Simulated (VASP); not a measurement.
# Ta19W in VASP: single point with PBEsol

Aim: the single point of Ta19W with PBEsol.

Everything below comes from runs of VASP 6.6.1. Logs are shortened: lines on timing, memory, paths and dates and some standing lists are left out, and cuts for length are marked.

### Step 1. The cell of the first run

The cell holds a slab with vacuum, 20 atoms: a = 5.682 Å, b = 5.682 Å, c = 21.278 Å, α = 90.00°, β = 90.00°, γ = 109.47°.

### Step 2. Single point, PBEsol

Contents of INCAR:

```
SYSTEM = Ta19W
ALGO     = Normal         ! electronic algorithm
DIPOL    = 0.5 0.5 0.500
EDIFF    = 1E-6           ! SCF threshold, eV
ENCUT    = 520            ! plane-wave cutoff, eV
GGA      = PS             ! functional
IDIPOL   = 3            
ISIF     = 2              ! what is computed and relaxed
ISMEAR   = 1              ! smearing method
LASPH    = .TRUE.         ! aspherical terms in the spheres
LCHARG   = .FALSE.        ! write CHGCAR
LDIPOL   = .TRUE.       
LREAL    = Auto         
LUSENCCL = .FALSE.      
LWAVE    = .FALSE.        ! write WAVECAR
NBANDS   = 128            ! bands
NELM     = 100            ! most SCF steps
PREC     = Accurate       ! precision mode
SIGMA    = 0.1            ! smearing width, eV
```

Contents of KPOINTS:

```
k-points
0
G
  8 8 1
  0 0 0
```

Contents of POSCAR:

```
Ta19W
1.0
    5.6818529412      0.0000000145      0.0000000000
   -1.8939510001      5.3569023189      0.0000000000
    0.0000000000      0.0000000000     21.2783860380
Ta W
19 1
Direct
    0.0000000000      0.0000000000      0.2871249513
    0.0000000000      0.5000000000      0.2869538847
    0.5000000000      0.0000000000      0.2869538847
    0.5000000000      0.5000000000      0.2870085090
    0.2499298731      0.2499298731      0.3913587755
    0.2502283140      0.7497716860      0.3914058180
    0.7497716860      0.2502283140      0.3914058180
    0.7500701269      0.7500701269      0.3913587755
    0.5000000000      0.5000000000      0.5004366387
    0.5000000000      0.0000000000      0.5002243603
    1.0000000000      0.5000000000      0.5002243603
    0.0000000000      0.0000000000      0.4998419406
    0.7525491878      0.7525491878      0.6095497638
    0.7480094558      0.2519905442      0.6088135454
    0.2519905442      0.7480094558      0.6088135454
    0.2474508122      0.2474508122      0.6095497638
    0.0000000000      0.5000000000      0.7133797117
    0.5000000000      0.0000000000      0.7133797117
    0.5000000000      0.5000000000      0.7135517793
    0.0000000000      0.0000000000      0.7086644624
```

Potentials or basis: VASP PAW PBE potentials, release 64 (Ta_pv, W_sv).

Run with:

```bash
cat potpaw_PBE.64/Ta_pv/POTCAR potpaw_PBE.64/W_sv/POTCAR > POTCAR
mpirun -np 1 vasp_std > vasp.out
```

OUTCAR:

```text
SYSTEM = Ta19W
   EDIFF = 1E-6
   ENCUT = 520
   GGA = PS
   ISIF = 2
   ISMEAR = 1
   LASPH = .TRUE.
   LREAL = Auto
   NELM = 100
   PREC = Accurate

 ion  position               nearest neighbor table
   1  0.000  0.000  0.287-   5 2.76   8 2.76   2 2.84   2 2.84   3 2.84   3 2.84   7 3.21   6 3.21
                             4 3.28   4 3.28
   2  0.000  0.500  0.287-   6 2.76   7 2.76   4 2.84   4 2.84   1 2.84   1 2.84   5 3.21   8 3.21
                             3 3.28   3 3.28
   3  0.500  0.000  0.287-   6 2.76   7 2.76   4 2.84   4 2.84   1 2.84   1 2.84   5 3.21   8 3.21
                             2 3.28   2 3.28
   4  0.500  0.500  0.287-   5 2.76   8 2.76   3 2.84   3 2.84   2 2.84   2 2.84   7 3.21   6 3.21
                             1 3.28   1 3.28
   5  0.250  0.250  0.391-   1 2.76   4 2.76  12 2.83   6 2.84   7 2.84   9 2.84   6 2.84   7 2.84
                             2 3.21   3 3.21  11 3.28  10 3.28   8 3.28   8 3.28
   6  0.250  0.750  0.391-   3 2.76   2 2.76  10 2.84  11 2.84   5 2.84   8 2.84   5 2.84   8 2.84
                             4 3.21   1 3.21  12 3.27   9 3.28   7 3.28   7 3.28
   7  0.750  0.250  0.391-   3 2.76   2 2.76  10 2.84  11 2.84   8 2.84   5 2.84   8 2.84   5 2.84
                             4 3.21   1 3.21  12 3.27   9 3.28   6 3.28   6 3.28
   8  0.750  0.750  0.391-   1 2.76   4 2.76  12 2.83   7 2.84   6 2.84   9 2.84   7 2.84   6 2.84
                             2 3.21   3 3.21  11 3.28  10 3.28   5 3.28   5 3.28
   9  0.500  0.500  0.500-  10 2.84  10 2.84  11 2.84  11 2.84   5 2.84   8 2.84  13 2.85  16 2.85
[... 9 lines left out ...]
  14  0.748  0.252  0.609-  18 2.76  17 2.76  10 2.83  11 2.83  13 2.84  16 2.84  13 2.85  16 2.85
                            20 3.16  19 3.20   9 3.26  15 3.28  15 3.28  12 3.29
  15  0.252  0.748  0.609-  18 2.76  17 2.76  10 2.83  11 2.83  16 2.84  13 2.84  16 2.85  13 2.85
                            20 3.16  19 3.20   9 3.26  14 3.28  14 3.28  12 3.29
  16  0.247  0.247  0.610-  20 2.66  19 2.76  15 2.84  14 2.84  12 2.84  15 2.85  14 2.85   9 2.85
                            17 3.20  18 3.20  13 3.25  11 3.29  10 3.29  13 3.31
  17  0.000  0.500  0.713-  14 2.76  15 2.76  19 2.84  19 2.84  20 2.84  20 2.84  13 3.20  16 3.20
                            18 3.28  18 3.28
  18  0.500  0.000  0.713-  14 2.76  15 2.76  19 2.84  19 2.84  20 2.84  20 2.84  13 3.20  16 3.20
                            17 3.28  17 3.28
  19  0.500  0.500  0.714-  13 2.76  16 2.76  18 2.84  18 2.84  17 2.84  17 2.84  15 3.20  14 3.20
                            20 3.28  20 3.28
  20  0.000  0.000  0.709-  13 2.66  16 2.66  17 2.84  17 2.84  18 2.84  18 2.84  15 3.16  14 3.16
                            19 3.28  19 3.28

  LATTYP: Found a base centered orthorhombic cell.
 ALAT       =     6.5608386449
 B/A-ratio  =     1.4142135641
 C/A-ratio  =     3.2432417850

  Lattice vectors:

 A1 = (   5.6818529412,   0.0000000145,   0.0000000000)
 A2 = (  -1.8939510001,   5.3569023189,   0.0000000000)
 A3 = (   0.0000000000,   0.0000000000,  21.2783860380)

Analysis of symmetry for initial positions (statically):
=====================================================================
 Subroutine PRICEL returns:
 Original cell was already a primitive cell.

 Routine SETGRP: Setting up the symmetry group for a
 base centered orthorhombic supercell.

[... 177 lines left out ...]
   AEXX    =    0.0000 exact exchange contribution
   IVDW    =     0    specifies the selected vdW correction
   LEPSILON=     F    determine dielectric tensor
   LRPA    =     F    only Hartree local field effects (RPA)
 non-spin polarized calculation
 Methfessel and Paxton  Order N= 1 SIGMA  =   0.10
  energy-cutoff  :      520.00
  volume of cell :      647.65
 maximum number of plane-waves:     17492
   NGX = 21   NGY = 21   NGZ = 79

 dipolmoment           0.000000      0.000000      0.005491 electrons x Angstroem

 number of electron     223.0000014 magnetization

 dipolmoment           0.000000      0.000000     -0.008249 electrons x Angstroem

 Free energy of the ion-electron system (eV)
  ---------------------------------------------------
  ext. energy  EPLUGINS =         0.00000000
  ---------------------------------------------------
  free energy    TOTEN  =      -242.16191279 eV

  energy without entropy =     -242.16095510  energy(sigma->0) =     -242.16159356

 E-fermi :   1.0769     XC(G=0):  -7.9096

 val. band max:        1.0750344270   @ k =   0.3750   0.3750   0.0000
 cond. band min:       1.0799088214   @ k =   0.5000   0.2500   0.0000
 fundamental gap:      0.0048743944
 Fermi energy:         1.0768899736

 k-point     1 :       0.0000    0.0000    0.0000
  band No.  band energies     occupation
      1     -72.2836      2.00000
      2     -36.5827      2.00000
      3     -36.5337      2.00000
      4     -36.5165      2.00000
      5     -33.4069      2.00000
      6     -33.3490      2.00000
[... 2635 lines left out ...]
    122       2.1197     -0.00000
    123       2.1844     -0.00000
 [bands above 123 left out]

------------------------ aborting loop because EDIFF is reached ----------------------------------------

 vacuum level on the upper side and lower side of the slab       (xc-potential included)        -0.363        -0.334

  FORCE on cell =-STRESS in cart. coord.  units (eV):
  Direction    XX          YY          ZZ          XY          YZ          ZX
  --------------------------------------------------------------------------------------
  -------------------------------------------------------------------------------------
  Total      -10.8038591    -10.2564120      0.3338964      0.7742070      0.0000000      0.0000000
  in kB      -26.7268079    -25.3725222      0.8259997      1.9152492      0.0000000      0.0000000
  external PRESSURE =     -17.0911102 kB  Pullay stress =       0.0000000 kB

 VOLUME and BASIS-vectors are now :
 -----------------------------------------------------------------------------
  energy-cutoff  :      520.00
  volume of cell :      647.65
      direct lattice vectors                 reciprocal lattice vectors
     5.681852941  0.000000015  0.000000000     0.175998923  0.062225017 -0.000000000
    -1.893951000  5.356902319  0.000000000    -0.000000000  0.186675048  0.000000000
     0.000000000  0.000000000 21.278386038     0.000000000 -0.000000000  0.046996046

 POSITION                                       TOTAL-FORCE (eV/Angst)
 -----------------------------------------------------------------------------------
      0.00000      0.00000      6.10956        -0.000000      0.000000     -0.010031
     -0.94698      2.67845      6.10592        -0.000000      0.000000     -0.012183
      2.84093      0.00000      6.10592        -0.000000      0.000000     -0.012183
      1.89395      2.67845      6.10708        -0.000000      0.000000     -0.008332
      0.94671      1.33885      8.32748         0.000346      0.000490     -0.002230
      0.00173      4.01645      8.32848         0.000269     -0.000190     -0.000119
[... 12 lines left out ...]
      1.89395      2.67845     15.18323        -0.000000      0.000000      0.014437
      0.00000      0.00000     15.07924        -0.000000      0.000000      0.026349
 -----------------------------------------------------------------------------------
    total drift:                                0.000000      0.000000     -0.004000

  FREE ENERGIE OF THE ION-ELECTRON SYSTEM (eV)
  ---------------------------------------------------
  free  energy   TOTEN  =      -242.1619127850 eV

  energy  without entropy=     -242.1609551015  energy(sigma->0) =     -242.16159356

 vacuum level on the upper side and lower side of the slab         5.550         5.585
```

OSZICAR:

```text
N       E                     dE             d eps       ncg     rms          rms(c)
DAV:   1     0.233386141958E+04    0.23339E+04   -0.12726E+05  6680   0.166E+03
DAV:   2    -0.129516144573E+03   -0.24634E+04   -0.24148E+04  6016   0.479E+02
DAV:   3    -0.255596055949E+03   -0.12608E+03   -0.11956E+03  7064   0.891E+01
[... 27 lines left out ...]
DAV:  31    -0.242161904279E+03   -0.11696E-04   -0.20002E-06  3792   0.594E-03    0.551E-03
DAV:  32    -0.242161909071E+03   -0.47921E-05   -0.12989E-06  3536   0.406E-03    0.434E-03
DAV:  33    -0.242161911013E+03   -0.19422E-05   -0.81066E-07  3376   0.278E-03    0.168E-03
DAV:  34    -0.242161912492E+03   -0.14785E-05   -0.45366E-07  3496   0.165E-03    0.114E-03
DAV:  35    -0.242161912785E+03   -0.29326E-06   -0.13349E-07  3192   0.920E-04
   1 F= -.24216191E+03 E0= -.24216159E+03  d E =-.957684E-03
```

Wall time 6.1 min (1 × NVIDIA H100 80GB with 1 thread of AMD EPYC 7R13 (Zen 3), shared host); peak memory 2.2 GiB.

Results:

```yaml
Free_energy: -242.1619 eV
Largest_force: 0.026 eV/Å
Band_gap_on_the_k_mesh: zero (an odd number of electrons rules out a gap without spin polarisation)
```

Forces in eV/Å, atoms in the order of the input:
```
Ta   0.000  0.000 -0.010
Ta   0.000  0.000 -0.012
Ta   0.000  0.000 -0.012
Ta   0.000  0.000 -0.008
Ta   0.000  0.000 -0.002
Ta   0.000  0.000  0.000
Ta   0.000  0.000  0.000
Ta   0.000  0.000 -0.002
Ta   0.000  0.000  0.000
Ta   0.000  0.000  0.001
Ta   0.000  0.000  0.001
Ta   0.000  0.000 -0.003
Ta  -0.004 -0.006 -0.007
Ta   0.001  0.000  0.000
Ta  -0.001  0.000  0.000
Ta   0.004  0.006 -0.007
Ta   0.000  0.000  0.011
Ta   0.000  0.000  0.011
Ta   0.000  0.000  0.014
W    0.000  0.000  0.026
```

Caveat: the PAW data sets were made with another functional, which shifts forces and pressure a little; spin-orbit coupling is left out, which moves the levels of the heavy elements.
